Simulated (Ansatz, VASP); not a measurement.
## La3SnC in VASP and in Ansatz

```
La Sn C
1.0
     5.22030    0.00000    0.00000
     0.00000    5.22030    0.00000
     0.00000    0.00000    5.22030
La Sn C
3 1 1
Cartesian
  2.6101 0.0000 0.0500
  0.0000 2.6101 0.0000
  0.0000 0.0000 2.6101
  2.6101 2.6101 2.6101
  0.0000 0.0000 0.0000
```

Alike in both runs: task single point; functional LDA; k mesh 4 × 4 × 4; occupations fermi-dirac, width 0.05 eV; no spin polarisation.

|  | VASP | Ansatz |
| --- | --- | --- |
| version | VASP 6.6.1 | Ansatz 0.2.0 |
| potentials or method | VASP PAW LDA potentials, release 64 (La, Sn_d, C), cutoff 520 eV | plane waves, PAW |
| valence electrons in the cell | 51 | 51 |

```csv
,VASP,Ansatz,Ansatz less VASP
rms of the force components (eV/Å),0.051,0.051,0.0000
```

LDA's correlation is that of Perdew and Zunger in VASP and of Perdew and Wang (1992) in Ansatz. Atom by atom the forces differ by 0.000 eV/Å (rms over components).

Neither program's run includes spin-orbit coupling.
